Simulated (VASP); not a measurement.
# MoS2 (P6_3/mmc) in VASP: a series of runs, part 2 of 2

VASP 6.6.1. Earlier steps stand in the parts before.

## (4) Relaxation of cell and atoms, PBE+D3(BJ), target pressure 5.6 GPa, at which the enthalpy is minimised

This run uses another cell than the first one, of 17.86 Å³/atom.

INCAR reads:

```
SYSTEM = MoS2
PREC = Accurate
ENCUT = 600
EDIFF = 1E-6
ISMEAR = 0
SIGMA = 0.1
LREAL = .False.
LASPH = .True.
NELM = 80
ALGO = Normal
ISIF = 3
LWAVE = .False.
LCHARG = .False.
GGA = PE
IVDW = 12
IBRION = 2
NSW = 80
EDIFFG = -0.05
PSTRESS = 56.0
```

KPOINTS reads:

```
Automatic mesh
0
Gamma
  9 9 2
  0 0 0
```

POSCAR reads:

```
MoS2
1.0
    3.1690000000      0.0000000000      0.0000000000
   -1.5845000000      2.7444345046      0.0000000000
    0.0000000000      0.0000000000     12.3240000000
Mo S
2 4
Direct
    0.3333333333      0.6666666667      0.2500000000
    0.6666666667      0.3333333333      0.7500000000
    0.3333333333      0.6666666667      0.6230000000
    0.6666666667      0.3333333333      0.1230000000
    0.3333333333      0.6666666667      0.8770000000
    0.6666666667      0.3333333333      0.3770000000
```

Potentials or basis: VASP PAW PBE potentials, release 64 (Mo_sv, S).

Started as:

```sh
$ cat potpaw_PBE.64/Mo_sv/POTCAR potpaw_PBE.64/S/POTCAR > POTCAR
$ mpirun -np 1 vasp_std > vasp.out
```

OUTCAR:

```text
SYSTEM = MoS2
   PREC = Accurate
   ENCUT = 600
   EDIFF = 1E-6
   ISMEAR = 0
   LREAL = .False.
   LASPH = .True.
   NELM = 80
   ISIF = 3
   GGA = PE
   IVDW = 12
   IBRION = 2
   NSW = 80
   EDIFFG = -0.05
   PSTRESS = 56.0
 IVDW          = 12

 ion  position               nearest neighbor table
   1  0.333  0.667  0.250-   4 2.41   6 2.41   4 2.41   6 2.41   4 2.41   6 2.41
   2  0.667  0.333  0.750-   3 2.41   5 2.41   3 2.41   5 2.41   3 2.41   5 2.41
   3  0.333  0.667  0.623-   2 2.41   2 2.41   2 2.41
   4  0.667  0.333  0.123-   1 2.41   1 2.41   1 2.41
   5  0.333  0.667  0.877-   2 2.41   2 2.41   2 2.41
   6  0.667  0.333  0.377-   1 2.41   1 2.41   1 2.41

  LATTYP: Found a hexagonal cell.
 ALAT       =     3.1690000000
 C/A-ratio  =     3.8889239508

  Lattice vectors:

 A1 = (   3.1690000000,   0.0000000000,   0.0000000000)
 A2 = (  -1.5845000000,   2.7444345046,   0.0000000000)
[... 192 lines left out ...]

 E8    (eV) :    -1.0246
[... 125 lines left out ...]
  energy  without entropy=      -46.1108520961  energy(sigma->0) =      -46.11085210

  enthalpy is  TOTEN    =       -42.5305866663 eV   P V=        3.5802654299

[... ionic steps 4 to 8 ...]

--------------------------------------- Ionic step        9  -------------------------------------------

 number of electron      52.0000001 magnetization

------------------------ aborting loop because EDIFF is reached ----------------------------------------
[... 87 lines left out ...]
--------------------------------------- Ionic step       11  -------------------------------------------

 number of electron      52.0000001 magnetization

 Free energy of the ion-electron system (eV)
  ---------------------------------------------------
  ext. energy  EPLUGINS =         0.00000000
  ---------------------------------------------------
  free energy    TOTEN  =       -43.18746228 eV

  energy without entropy =      -43.18746147  energy(sigma->0) =      -43.18746187

 E-fermi :   9.5299     XC(G=0): -11.5226

 val. band max:        9.2685245716   @ k =   0.0000   0.0000   0.0000
 cond. band min:       9.8329913854   @ k =   0.2222   0.1111   0.0000
 fundamental gap:      0.5644668138
 Fermi energy:         9.5299224796

 k-point     1 :       0.0000    0.0000    0.0000
  band No.  band energies     occupation
      1     -52.4274      2.00000
      2     -52.4274      2.00000
      3     -26.6271      2.00000
      4     -26.6267      2.00000
      5     -26.3315      2.00000
      6     -26.3315      2.00000
[... 846 lines left out ...]
  energy  without entropy=      -46.0457043964  energy(sigma->0) =      -46.04570480

  enthalpy is  TOTEN    =       -42.6987569643 eV   P V=        3.3469482364

 reached required accuracy - stopping structural energy minimisation
```

Wall time 11 min (1 thread of Intel Xeon Platinum 8488C (Sapphire Rapids), shared host); peak memory 0.32 GiB.

What came out:

```yaml
Free_energy: -46.0457 eV
Relaxed_volume: 15.96 Å³/atom
Relaxed_cell: a = 3.104 Å, b = 3.104 Å, c = 11.479 Å, α = 90.00°, β = 90.00°, γ = 120.00°
Space_group_after_relaxing_to_0.1_Å: P6_3/mmc (No. 194)
Energy_change_on_relaxing_the_run_minimises_the_enthalpy: +18.4 meV/atom
Ionic_steps: 11
Pressure_after_relaxing: 5.8 GPa
Band_gap_on_the_k_mesh: 0.56 eV (least direct gap 1.80 eV)
Dispersion_energy_per_atom: -0.476 eV
```

The path:
```
step  energy change (eV)  largest force (eV/Å)  pressure (GPa)  volume (Å³)
   1              0.0000                0.0752           -2.05       107.18
   2              0.7143                2.3705           22.37        94.49
   3              0.0450                0.7061            5.28       102.43
   4              0.0483                0.3436            5.30       100.53
   5              0.0841                0.0808            5.37        99.14
   6              0.0888                0.0920            5.99        97.58
   7              0.1310                0.0890            7.17        95.37
   8              0.1456                0.0835            7.42        94.93
   9              0.0896                0.3734            2.56        96.87
  10              0.1159                0.0840            5.64        95.62
  11              0.1102                0.0008            5.75        95.76
```

Final structure:
```
Mo S
1.0
     3.10356    0.00000    0.00000
    -1.55178    2.68777    0.00000
     0.00000    0.00000   11.47941
Mo S
2 4
Cartesian
  0.0000 1.7918 2.8699
  1.5518 0.8959 8.6096
  0.0000 1.7918 7.0418
  1.5518 0.8959 1.3021
  0.0000 1.7918 10.1773
  1.5518 0.8959 4.4376
```

Levels at points of the mesh, in eV from the valence-band top:
```
           k point  band 22  band 23  band 24  band 25  band 26  band 27  band 28  band 29  band 30  band 31
(0.00, 0.00, 0.00)    -2.29    -2.29    -1.67    -0.83     0.00     1.95     1.95     1.99     2.02     2.02
(0.00, 0.00, 0.50)    -2.35    -2.35    -2.35    -0.23    -0.23     1.94     1.94     1.94     1.94     2.25
```

Caveat: the cell is relaxed towards a set pressure, so the run minimises the enthalpy, not the energy; semilocal functionals underestimate gaps, and a narrow one can read as zero.

## (5) Single point, PBE+D3(BJ)

INCAR reads:

```
PREC     = Accurate       # precision mode
ENCUT    = 520            # plane-wave cutoff, eV
EDIFF    = 1E-6           # SCF threshold, eV
ISMEAR   = 0              # smearing method
SIGMA    = 0.01           # smearing width, eV
LREAL    = F              # projectors in reciprocal space
LASPH    = T              # aspherical terms in the spheres
NELM     = 60             # most SCF steps
ALGO     = Normal         # electronic algorithm
ISIF     = 2              # what is computed and relaxed
LWAVE    = F              # write WAVECAR
LCHARG   = F              # write CHGCAR
GGA      = PE             # functional
IVDW     = 12             # dispersion correction
NBANDS   = 35             # bands
```

KPOINTS reads:

```
Automatic mesh
0
Gamma
  15 15 4
```

POSCAR reads:

```
MoS2
1.0
    3.1035810316      0.0000000000      0.0000000000
   -1.5517905158      2.6877800161      0.0000000000
    0.0000000000      0.0000000000     11.5078347751
Mo S
2 4
Direct
    0.3333333333      0.6666666667      0.2500000000
    0.6666666667      0.3333333333      0.7500000000
    0.3333333333      0.6666666667      0.6136298831
    0.6666666667      0.3333333333      0.1136298831
    0.3333333333      0.6666666667      0.8863701169
    0.6666666667      0.3333333333      0.3863701169
```

Started as:

```sh
$ cat potpaw_PBE.64/Mo_sv/POTCAR potpaw_PBE.64/S/POTCAR > POTCAR
$ mpirun -np 1 vasp_std > vasp.out
```

Wall time 3.4 min (1 thread of Intel Xeon Platinum 8488C (Sapphire Rapids), shared host); peak memory 0.36 GiB.

Results (log left out):

```
Free energy                : -46.0497 eV
Pressure                   : 5.4 GPa
Largest force              : 0.017 eV/Å
Band gap on the k mesh     : 0.51 eV (least direct gap 1.81 eV)
Dispersion energy per atom : -0.475 eV
```

Forces on the atoms (eV/Å):
```
Mo   0.000  0.000  0.000
Mo   0.000  0.000  0.000
S    0.000  0.000  0.017
S    0.000  0.000  0.017
S    0.000  0.000 -0.017
S    0.000  0.000 -0.017
```

Levels at points of the mesh, in eV from the valence-band top:
```
           k point  band 23  band 24  band 25  band 26  band 27  band 28  band 29  band 30
(0.00, 0.00, 0.00)    -2.27    -1.65    -0.84     0.00     1.97     1.97     2.01     2.01
(0.00, 0.00, 0.50)    -2.33    -2.33    -0.23    -0.23     1.96     1.96     1.96     1.96
```

Caveat: the cell stands under pressure; semilocal functionals underestimate gaps, and a narrow one can read as zero. A k mesh can miss the band edges.

## (6) Relaxation of cell and atoms, PBE+D3(BJ), target pressure 9.6 GPa, at which the enthalpy is minimised

This run uses another cell than the first one, of 15.42 Å³/atom.

INCAR reads:

```
  PREC = Accurate
  ENCUT = 600
  EDIFF = 1E-6
  ISMEAR = 0
  SIGMA = 0.01
  LREAL = False
  LASPH = True
  NELM = 80
  ALGO = Normal
  ISIF = 3
  LWAVE = False
  LCHARG = False
  GGA = PE
  IVDW = 12
  IBRION = 2
  NSW = 80
  EDIFFG = -0.002
  PSTRESS = 96.0
```

KPOINTS is that of step 5.

POSCAR reads:

```
MoS2
1.0
    3.0754817066      0.0000000000      0.0000000000
   -1.5377408533      2.6634452868      0.0000000000
    0.0000000000      0.0000000000     11.2963599470
Mo S
2 4
Direct
    0.3333333333      0.6666666667      0.2500000000
    0.6666666667      0.3333333333      0.7500000000
    0.3333333333      0.6666666667      0.6108869269
    0.6666666667      0.3333333333      0.1108869269
    0.3333333333      0.6666666667      0.8891130731
    0.6666666667      0.3333333333      0.3891130731
```

Potentials or basis: VASP PAW PBE potentials, release 64 (Mo_sv, S).

Started as:

```sh
$ cat potpaw_PBE.64/Mo_sv/POTCAR potpaw_PBE.64/S/POTCAR > POTCAR
$ mpirun -np 1 vasp_std > vasp.out
```

Run time: 7 min. Hardware: 1 thread of Intel Xeon 6975P-C (Granite Rapids), shared host; peak memory 0.42 GiB.

It converged, with:

| Item | Value |
| --- | --- |
| Free energy | -45.8855 eV |
| Relaxed volume | 15.41 Å³/atom |
| Relaxed cell | a = 3.075 Å, b = 3.075 Å, c = 11.293 Å, α = 90.00°, β = 90.00°, γ = 120.00° |
| Space group after relaxing (to 0.1 Å) | P6_3/mmc (No. 194) |
| Energy change on relaxing (the run minimises the enthalpy) | +0.6 meV/atom |
| Ionic steps | 5 |
| Pressure after relaxing | 9.6 GPa |
| Band gap on the k mesh | 0.36 eV (least direct gap 1.71 eV) |
| Dispersion energy per atom | -0.494 eV |

Step by step:
| step | energy change (eV) | largest force (eV/Å) | pressure (GPa) | volume (Å³) |
| --- | --- | --- | --- | --- |
| 1 | 0.0000 | 0.0132 | 9.42 | 92.53 |
| 2 | 0.0141 | 0.0464 | 10.04 | 92.30 |
| 3 | 0.0037 | 0.0031 | 9.61 | 92.47 |
| 4 | 0.0035 | 0.0021 | 9.60 | 92.47 |
| 5 | 0.0034 | 0.0015 | 9.60 | 92.47 |

Final structure:
```
CELL_PARAMETERS angstrom
3.07495 0.00000 0.00000
-1.53747 2.66298 0.00000
0.00000 0.00000 11.29320
ATOMIC_POSITIONS crystal
Mo 0.33333 0.66667 0.25000
Mo 0.66667 0.33333 0.75000
S 0.33333 0.66667 0.61090
S 0.66667 0.33333 0.11090
S 0.33333 0.66667 0.88910
S 0.66667 0.33333 0.38910
```

Levels at points of the mesh, in eV from the valence-band top:
```
           k point  band 22  band 23  band 24  band 25  band 26  band 27  band 28  band 29  band 30  band 31
(0.00, 0.00, 0.00)    -2.31    -2.31    -1.86    -0.73     0.00     1.91     1.91     1.93     1.93     2.01
(0.00, 0.00, 0.50)    -2.39    -2.39    -2.39    -0.21    -0.21     1.90     1.90     1.90     1.90     2.24
```

Caveat: the cell is relaxed towards a set pressure, so the run minimises the enthalpy, not the energy; semilocal functionals underestimate gaps, and a narrow one can read as zero.

## (7) Overview

| task | cell | k mesh | cutoff (eV) | smearing | gap on the mesh (eV) | pressure (GPa) | largest force (eV/Å) |
| --- | --- | --- | --- | --- | --- | --- | --- |
| single point | a = 3.104, b = 3.104, c = 11.522 Å, angles 90.0, 90.0, 120.0°, 6 atoms, atomic positions A | 9 × 9 × 2 | 520 | gaussian 0.1 eV | 0.59 | 5.3 | 0.03 |
| relaxation of cell and atoms | relaxed to 5.6 GPa from a = 3.104, b = 3.104, c = 11.522 Å, angles 90.0, 90.0, 120.0°, 6 atoms, atomic positions A | 9 × 9 × 2 | 600 | gaussian 0.1 eV | 0.59 | 5.3 | 0.03 |
| relaxation of cell and atoms | relaxed to 5.6 GPa from a = 3.169, b = 3.169, c = 12.324 Å, angles 90.0, 90.0, 120.0°, 6 atoms, atomic positions B | 9 × 9 × 2 | 600 | gaussian 0.1 eV | 0.56 | 5.8 | - |
| single point | a = 3.104, b = 3.104, c = 11.508 Å, angles 90.0, 90.0, 120.0°, 6 atoms, atomic positions C | 15 × 15 × 4 | 520 | gaussian 0.01 eV | 0.51 | 5.4 | 0.02 |
| relaxation of cell and atoms | relaxed to 9.6 GPa from a = 3.075, b = 3.075, c = 11.296 Å, angles 90.0, 90.0, 120.0°, 6 atoms, atomic positions D | 15 × 15 × 4 | 600 | gaussian 0.01 eV | 0.36 | 9.6 | - |

Alike in all rows: level PBE+D3(BJ); potentials or basis VASP PAW PBE potentials, release 64 (Mo_sv, S); no spin polarisation.

Caveats: semilocal functionals underestimate gaps, and a narrow one can read as zero; the cell is relaxed towards a set pressure, so the run minimises the enthalpy, not the energy (at least some runs); the cell stands under pressure (at least some runs); the relaxation stopped at its first step, so nothing moved (at least some runs); the relaxation stopped at a loose force limit of 0.05 eV/Å, so its end isn't a converged minimum (at least some runs).

Total energies depend on the potentials used, so only differences within one code and one set of settings carry meaning.
